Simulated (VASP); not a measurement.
# C (P6_3/mmc) in VASP: notebook

Runs on C. Level: PBE+D3(BJ). Tasks: relaxation of shape and atoms at fixed volume, relaxation of cell and atoms.

Everything below comes from runs of VASP 6.6.1. Logs are shortened: lines on timing, memory, paths and dates and some standing lists are left out, and cuts for length are marked.

### 1 The cell of the first run

The structure is hexagonal, space group P6_3/mmc (No. 194). The conventional cell has a = 2.437 Å, b = 2.437 Å, c = 6.485 Å, α = 90.00°, β = 90.00°, γ = 120.00°. Within 1.9 Å of C (site symmetry -6m2) lie 3 C at 1.41 Å. Within 1.9 Å of C (site symmetry -6m2) lie 3 C at 1.41 Å.

### 2 Relaxation of shape and atoms at fixed volume, PBE+D3(BJ) (8.34 Å³/atom)

INCAR

```
PREC = Accurate
ENCUT = 600
EDIFF = 1E-6
ISMEAR = 0
SIGMA = 0.1
LREAL = F
LASPH = T
NELM = 100
ALGO = Normal
ISIF = 4
LWAVE = F
LCHARG = F
GGA = PE
IVDW = 12
IBRION = 2
NSW = 50
EDIFFG = -0.01
```

KPOINTS

```
regular mesh
0
Gamma
  21 21 6
```

POSCAR

```
C
1.0
    2.4371540828      0.0000000000      0.0000000000
   -1.2185770414      2.1106373487      0.0000000000
    0.0000000000      0.0000000000      6.4850791265
C
4
Direct
    0.0000000000      0.0000000000      0.2500000000
    0.0000000000      0.0000000000      0.7500000000
    0.3333333333      0.6666666667      0.2500000000
    0.6666666667      0.3333333333      0.7500000000
```

Potentials or basis: VASP PAW PBE potentials, release 64 (C).

Launch:

```sh
cat potpaw_PBE.64/C/POTCAR > POTCAR
mpirun -np 1 vasp_std > vasp.out
```

OUTCAR:

```text
PREC = Accurate
   ENCUT = 600
   EDIFF = 1E-6
   ISMEAR = 0
   LREAL = F
   LASPH = T
   NELM = 100
   ISIF = 4
   GGA = PE
   IVDW = 12
   IBRION = 2
   NSW = 50
   EDIFFG = -0.01
 IVDW          = 12

 ion  position               nearest neighbor table
   1  0.000  0.000  0.250-   3 1.41   3 1.41   3 1.41
   2  0.000  0.000  0.750-   4 1.41   4 1.41   4 1.41
   3  0.333  0.667  0.250-   1 1.41   1 1.41   1 1.41
   4  0.667  0.333  0.750-   2 1.41   2 1.41   2 1.41

  LATTYP: Found a hexagonal cell.
 ALAT       =     2.4371540828
 C/A-ratio  =     2.6609229069

  Lattice vectors:

 A1 = (   2.4371540828,   0.0000000000,   0.0000000000)
 A2 = (  -1.2185770414,   2.1106373487,   0.0000000000)
 A3 = (   0.0000000000,   0.0000000000,   6.4850791265)

Analysis of symmetry for initial positions (statically):
=====================================================================
 Subroutine PRICEL returns:
 Original cell was already a primitive cell.

 Routine SETGRP: Setting up the symmetry group for a
 hexagonal supercell.

 Subroutine GETGRP returns: Found 24 space group operations
 (whereof 12 operations were pure point group operations)
 out of a pool of 24 trial point group operations.

The static configuration has the point symmetry D_3d.
 The point group associated with its full space group is D_6h.

Analysis of symmetry for dynamics (positions and initial velocities):
=====================================================================
 Subroutine PRICEL returns:
 Original cell was already a primitive cell.

 Routine SETGRP: Setting up the symmetry group for a
 hexagonal supercell.

 Subroutine GETGRP returns: Found 24 space group operations
 (whereof 12 operations were pure point group operations)
 out of a pool of 24 trial point group operations.

The dynamic configuration has the point symmetry D_3d.
 The point group associated with its full space group is D_6h.

 Subroutine INISYM returns: Found 24 space group operations
 (whereof 12 operations are pure point group operations),
 and found     1 'primitive' translations

----------------------------------------------------------------------------------------

                                     Primitive cell

  volume of cell :      33.3589

  direct lattice vectors                    reciprocal lattice vectors
     2.437154083  0.000000000  0.000000000     0.410314640  0.236895268  0.000000000
    -1.218577041  2.110637349  0.000000000     0.000000000  0.473790536  0.000000000
     0.000000000  0.000000000  6.485079126     0.000000000  0.000000000  0.154200123

  length of vectors
     2.437154083  2.437154083  6.485079126     0.473790536  0.473790536  0.154200123

  position of ions in fractional coordinates (direct lattice)
     0.000000000  0.000000000  0.250000000
     0.000000000  0.000000000  0.750000000
     0.333333333  0.666666667  0.250000000
     0.666666667  0.333333333  0.750000000

  ion indices of the primitive-cell ions
   primitive index   ion index
                 1           1
                 2           2
                 3           3
                 4           4

----------------------------------------------------------------------------------------

 KPOINTS: regular mesh

Automatic generation of k-mesh.
 Grid dimensions read from file:
 generate k-points for:   21   21    6

 Generating k-lattice:

  Cartesian coordinates                     Fractional coordinates (reciprocal lattice)
     0.019538792  0.011280727  0.000000000     0.047619048  0.000000000  0.000000000
     0.000000000  0.022561454  0.000000000     0.000000000  0.047619048  0.000000000
     0.000000000  0.000000000  0.025700021     0.000000000  0.000000000  0.166666667

  Length of vectors
     0.022561454  0.022561454  0.025700021

  Shift w.r.t. Gamma in fractional coordinates (k-lattice)
     0.000000000  0.000000000  0.000000000

 Subroutine IBZKPT returns following result:
 ===========================================

 Found    192 irreducible k-points:

 Following reciprocal coordinates:
            Coordinates               Weight
  0.000000  0.000000  0.000000      1.000000
  0.047619  0.000000  0.000000      6.000000
  0.095238 -0.000000  0.000000      6.000000
  0.142857  0.000000  0.000000      6.000000
  0.190476 -0.000000  0.000000      6.000000
  0.238095 -0.000000  0.000000      6.000000
[... 16 lines left out ...]
  0.142857  0.095238  0.000000     12.000000
  0.190476  0.095238  0.000000     12.000000
 [... further k-points ...]
   k-points           NKPTS =    192   k-points in BZ     NKDIM =    192   number of bands    NBANDS=     12
   number of dos      NEDOS =    301   number of ions     NIONS =      4
   total plane-waves  NPLWV =  21600
   dimension x,y,z NGX =    20 NGY =   20 NGZ =   54
   dimension x,y,z NGXF=    40 NGYF=   40 NGZF=  108
   ions per type =               4
   NGX,Y,Z   is equivalent  to a cutoff of  13.64, 13.64, 13.84 a.u.
   NGXF,Y,Z  is equivalent  to a cutoff of  27.29, 27.29, 27.69 a.u.
 SYSTEM =  unknown system
   PREC   = accura    normal or accurate (medium, high low for compatibility)
   ISTART =      0    job   : 0-new  1-cont  2-samecut
   ICHARG =      2    charge: 1-file 2-atom 10-const
   ISPIN  =      1    spin polarized calculation?
   LNONCOLLINEAR =      F non collinear calculations
   LSORBIT =      F    spin-orbit coupling
   LASPH  =      T    aspherical Exc in radial PAW
   ENCUT  =  600.0 eV  44.10 Ry    6.64 a.u.   4.87  4.87 12.95*2*pi/ulx,y,z
   NELM   =    100;   NELMIN=  2; NELMDL= -5     # of ELM steps
   EDIFF  = 0.1E-05   stopping-criterion for ELM
   LREAL  =      F    real-space projection
   EDIFFG = -.1E-01   stopping-criterion for IOM
   NSW    =     50    number of steps for IOM
   IBRION =      2    ionic relax: 0-MD 1-quasi-New 2-CG
   NFREE  =      1    steps in history (QN), initial steepest desc. (CG)
   ISIF   =      4    stress and relaxation
   ISYM   =      2    0-nonsym 1-usesym 2-fastsym
   POTIM  = 0.5000    time-step for ionic-motion
   TEBEG  =    0.0;   TEEND  =   0.0 temperature during run
   PSTRESS=    0.0 pullay stress
   NELECT =      16.0000    total number of electrons
   NUPDOWN=      -1.0000    fix difference up-down
   EMIN   =  10.00;   EMAX   =-10.00  energy-range for DOS
   EFERMI =   0.00;   METHOD = LEGACY
   ISMEAR =     0;   SIGMA  =   0.10  broadening in eV -4-tet -1-fermi 0-gaus
   EFERMI_NEDOS =   21; number of points for ismear=-14 and -15
   IALGO  =     38    algorithm
   IMIX   =      4    mixing-type and parameters
     AMIX     =   0.40;   BMIX     =  1.00
     AMIX_MAG =   1.60;   BMIX_MAG =  1.00
  volume/ion in A,a.u.               =       8.34        56.28
  Fermi-wavevector in a.u.,A,eV,Ry     =   1.281477  2.421641 22.343265  1.642184
  Thomas-Fermi vector in A             =   2.413845
   LORBIT       =      0    0 simple, 1 ext, 2 COOP (PROOUT), +10 PAW based schemes
   GGA     = PE    functional components
   LHFCALC =     F    Hartree Fock is set to
   AEXX    =    0.0000 exact exchange contribution
   IVDW    =    12    specifies the selected vdW correction
   LEPSILON=     F    determine dielectric tensor
   LRPA    =     F    only Hartree local field effects (RPA)
 conjugate gradient relaxation of ions
 non-spin polarized calculation
 Gauss-broadening in eV      SIGMA  =   0.10
  energy-cutoff  :      600.00
  volume of cell :       33.36
 maximum number of plane-waves:      1140
 NGX is ok and might be reduce to    20
   NGX =  9   NGY =  9   NGZ = 25

--------------------------------------- Ionic step        1  -------------------------------------------

 number of electron      16.0000000 magnetization

 Free energy of the ion-electron system (eV)
  ---------------------------------------------------
  ext. energy  EPLUGINS =         0.00000000
  ---------------------------------------------------
  free energy    TOTEN  =       -36.78071976 eV

  energy without entropy =      -36.78013705  energy(sigma->0) =      -36.78042840

------------------------ aborting loop because EDIFF is reached ----------------------------------------

 Edisp (eV)   -0.65049

 E8    (eV) :    -0.1851

  FORCE on cell =-STRESS in cart. coord.  units (eV):
  Direction    XX          YY          ZZ          XY          YZ          ZX
  --------------------------------------------------------------------------------------
  -------------------------------------------------------------------------------------
  Total       3.42894     3.42894     0.26917    -0.00000     0.00000     0.00000
  in kB     164.68689   164.68689    12.92774    -0.00000     0.00000     0.00000
  external pressure =      114.10 kB  Pullay stress =        0.00 kB
[... 65 lines left out ...]
  energy  without entropy=      -37.4578270327  energy(sigma->0) =      -37.45811231

--------------------------------------- Ionic step        3  -------------------------------------------

 number of electron      16.0000000 magnetization

 Free energy of the ion-electron system (eV)
  ---------------------------------------------------
  ext. energy  EPLUGINS =         0.00000000
  ---------------------------------------------------
  free energy    TOTEN  =       -36.79548877 eV

  energy without entropy =      -36.79491462  energy(sigma->0) =      -36.79520170

 E-fermi :   5.1738     XC(G=0): -10.7034

 val. band max:        5.1726936043   @ k =   0.3333   0.3333   0.5000
 cond. band min:       5.1890809375   @ k =   0.3333   0.3333   0.3333
 fundamental gap:      0.0163873332
 Fermi energy:         5.1737532152

 k-point     1 :       0.0000    0.0000    0.0000
  band No.  band energies     occupation
      1     -14.5688      2.00000
      2     -14.1219      2.00000
      3      -3.6032      2.00000
      4      -1.0495      2.00000
      5       2.1801      2.00000
      6       2.1801      2.00000
      7       2.2116      2.00000
      8       2.2116      2.00000
      9       9.9635      0.00000
     10      13.5405      0.00000
     11      13.5437      0.00000
     12      13.6219      0.00000
[... 331 lines left out ...]
 k-point    24 :       0.1905    0.0952    0.0000
  band No.  band energies     occupation
      1     -13.0554      2.00000
      2     -12.6465      2.00000
      3      -2.0148      2.00000
      4      -1.8879      2.00000
      5      -1.7755      2.00000
      6      -0.3379      2.00000
      7      -0.2558      2.00000
      8       0.6105      2.00000
      9      11.7577      0.00000
     10      12.1623      0.00000
     11      12.8732      0.00000
     12      14.0346      0.00000

 [... further k-points ...]

------------------------ aborting loop because EDIFF is reached ----------------------------------------

 Edisp (eV)   -0.66607

 E8    (eV) :    -0.1901

  FORCE on cell =-STRESS in cart. coord.  units (eV):
  Direction    XX          YY          ZZ          XY          YZ          ZX
  --------------------------------------------------------------------------------------
  -------------------------------------------------------------------------------------
  Total       0.49896     0.49896     0.49515     0.00000     0.00000     0.00000
  in kB      23.96444    23.96444    23.78117     0.00000     0.00000     0.00000
  external pressure =       23.90 kB  Pullay stress =        0.00 kB
[... 19 lines left out ...]
  FREE ENERGIE OF THE ION-ELECTRON SYSTEM (eV)
  ---------------------------------------------------
  free  energy   TOTEN  =       -37.4615621470 eV

  energy  without entropy=      -37.4609879960  energy(sigma->0) =      -37.46127507

 reached required accuracy - stopping structural energy minimisation
```

Run time: 3.2 min. Hardware: 1 thread of Intel Xeon 8259CL, shared host; peak memory 0.22 GiB.

Results:

| Property | Result |
| --- | --- |
| Free energy | -37.4616 eV |
| Energy gained by relaxing | 7.6 meV/atom |
| Ionic steps | 3 |
| Pressure after relaxing | 2.4 GPa |
| Band gap on the k mesh | zero (bands 8 and 9 overlap by 0.05 eV) |
| Dispersion energy per atom | -0.167 eV |

Step by step:
```tsv
step	energy change (eV)	largest force (eV/Å)	pressure (GPa)	volume (Å³)
1	0.0000	0.0000	11.41	33.36
2	-0.0272	0.0000	-0.39	33.36
3	-0.0304	0.0000	2.39	33.36
```

Final structure:
```cif
data_structure
_symmetry_space_group_name_H-M 'P 1'
_symmetry_Int_Tables_number 1
_cell_length_a 2.4608
_cell_length_b 2.4608
_cell_length_c 6.3610
_cell_angle_alpha 90.000
_cell_angle_beta 90.000
_cell_angle_gamma 120.000
_cell_volume 33.36
loop_
_atom_site_label
_atom_site_type_symbol
_atom_site_fract_x
_atom_site_fract_y
_atom_site_fract_z
_atom_site_occupancy
C1 C 0.00000 0.00000 0.25000 1
C2 C 0.00000 0.00000 0.75000 1
C3 C 0.33333 0.66667 0.25000 1
C4 C 0.66667 0.33333 0.75000 1
```

### 3 Relaxation of shape and atoms at fixed volume, PBE+D3(BJ) (8.61 Å³/atom)

This run uses another cell than the first one, of 8.61 Å³/atom.

INCAR

```
PREC = Accurate
ENCUT = 600
EDIFF = 1E-6
ISMEAR = 0
SIGMA = 0.1
LREAL = False
LASPH = True
NELM = 60
ALGO = Normal
ISIF = 4
LWAVE = False
LCHARG = False
GGA = PE
IVDW = 12
IBRION = 2
NSW = 50
EDIFFG = -0.01
```

KPOINTS

```
Automatic mesh
0
Gamma
  21 21 6
```

POSCAR

```
C
1.0
    2.4400736133      0.0000000000      0.0000000000
   -1.2200368066      2.1131657363      0.0000000000
    0.0000000000      0.0000000000      6.6760453387
C
4
Direct
    0.0000000000      0.0000000000      0.2500000000
    0.0000000000      0.0000000000      0.7500000000
    0.3333333333      0.6666666667      0.2500000000
    0.6666666667      0.3333333333      0.7500000000
```

Potentials or basis: VASP PAW PBE potentials, release 64 (C).

Launch:

```sh
cat potpaw_PBE.64/C/POTCAR > POTCAR
mpirun -np 1 vasp_std > vasp.out
```

It took 3.5 min on 1 thread of Intel Xeon 8259CL, shared host; peak memory 0.22 GiB.

It converged, with:

| Item | Value |
| --- | --- |
| Free energy | -37.4746 eV |
| Energy gained by relaxing | 7.4 meV/atom |
| Ionic steps | 3 |
| Pressure after relaxing | 0.8 GPa |
| Band gap on the k mesh | zero (bands 8 and 9 overlap by 0.03 eV) |
| Dispersion energy per atom | -0.161 eV |

Step by step:
| step | energy change (eV) | largest force (eV/Å) | pressure (GPa) | volume (Å³) |
| --- | --- | --- | --- | --- |
| 1 | 0.0000 | 0.0000 | 9.52 | 34.42 |
| 2 | -0.0270 | 0.0000 | -1.63 | 34.42 |
| 3 | -0.0295 | 0.0000 | 0.80 | 34.42 |

Final structure:
```
C
1.0
     2.46373    0.00000    0.00000
    -1.23187    2.13366    0.00000
     0.00000    0.00000    6.54844
C
4
Direct
  0.00000 0.00000 0.25000
  0.00000 0.00000 0.75000
  0.33333 0.66667 0.25000
  0.66667 0.33333 0.75000
```

Levels at points of the mesh, in eV from the Fermi level:
| k point | band 5 | band 6 | band 7 | band 8 | band 9 | band 10 | band 11 | band 12 |
| --- | --- | --- | --- | --- | --- | --- | --- | --- |
| (0.00, 0.00, 0.00) | -3.00 | -3.00 | -2.98 | -2.98 | 4.51 | 8.34 | 8.34 | 8.40 |
| (0.00, 0.00, 0.50) | -2.99 | -2.99 | -2.99 | -2.99 | 7.34 | 7.34 | 8.37 | 8.37 |

[end of part 1 of 2]
